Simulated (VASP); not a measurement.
The system is PtSe2 (Sudovikovite).

```
Pt Se
1.0
     3.72400    0.00000    0.00000
    -1.86200    3.22508    0.00000
     0.00000    0.00000    5.06200
Pt Se
1 2
Direct
  0.00000 0.00000 0.00000
  0.33333 0.66667 0.25000
  0.66667 0.33333 0.75000
```

```yaml
Program: VASP 6.6.1
Task: relaxation of cell and atoms
Functional: PBEsol
Dispersion: D4
Potentials_or_basis: VASP PAW PBE potentials, release 64 (Pt, Se)
Cutoff: 600 eV
k_mesh: 9 × 9 × 6
Occupations: fermi-dirac, width 0.15 eV
Spin: no spin polarisation
```

At the start: pressure 0.1 GPa; volume 20.27 Å³/atom.

**Question.** How do energy, volume and symmetry change on relaxing?

**Answer.** Over 22 steps the energy falls by 20.1 meV/atom and the volume is 19.09 Å³/atom (-5.8 %); space group P-3m1 (No. 164, to 0.05 Å).

The path:
| step | energy change (eV) | largest force (eV/Å) | pressure (GPa) | volume (Å³) |
| --- | --- | --- | --- | --- |
| 1 | 0.0000 | 0.3500 | 0.11 | 60.80 |
| 2 | -0.0120 | 0.1469 | -1.58 | 60.91 |
| 3 | -0.0149 | 0.0164 | -2.90 | 61.00 |
| 4 | -0.0191 | 0.0216 | -2.84 | 60.80 |
| 5 | -0.0307 | 0.0400 | -2.62 | 60.18 |
| 6 | -0.0489 | 0.0898 | -2.04 | 58.94 |
| 7 | -0.0516 | 0.2672 | -0.21 | 56.48 |
| 8 | -0.0574 | 0.1480 | -1.24 | 57.77 |
| 9 | -0.0577 | 0.1639 | -1.09 | 57.56 |
| 10 | -0.0596 | 0.0623 | -0.27 | 57.38 |
| 11 | -0.0598 | 0.0276 | 0.01 | 57.32 |
| 12 | -0.0598 | 0.0249 | 0.03 | 57.32 |
| 13 | -0.0599 | 0.0196 | 0.02 | 57.33 |
| 14 | -0.0601 | 0.0039 | -0.03 | 57.35 |
| 15 | -0.0600 | 0.0279 | -0.13 | 57.39 |
| 16 | -0.0602 | 0.0070 | -0.06 | 57.36 |
| 17 | -0.0602 | 0.0114 | 0.01 | 57.33 |
| 18 | -0.0602 | 0.0124 | 0.02 | 57.32 |
| 19 | -0.0602 | 0.0143 | 0.05 | 57.31 |
| 20 | -0.0602 | 0.0135 | 0.04 | 57.31 |
| 21 | -0.0602 | 0.0111 | 0.03 | 57.31 |
| 22 | -0.0602 | 0.0044 | 0.02 | 57.28 |

Final structure:
```
CELL_PARAMETERS angstrom
3.74873 0.00000 0.00000
-1.87436 3.24650 0.00000
0.00000 0.00000 4.70693
ATOMIC_POSITIONS crystal
Pt 0.00000 0.00000 0.00000
Se 0.33333 0.66667 0.26868
Se 0.66667 0.33333 0.73132
```

Caveat: the PAW data sets were made with another functional, which shifts forces and pressure a little; pairwise dispersion overbinds metals, which lowers pressure and volume.
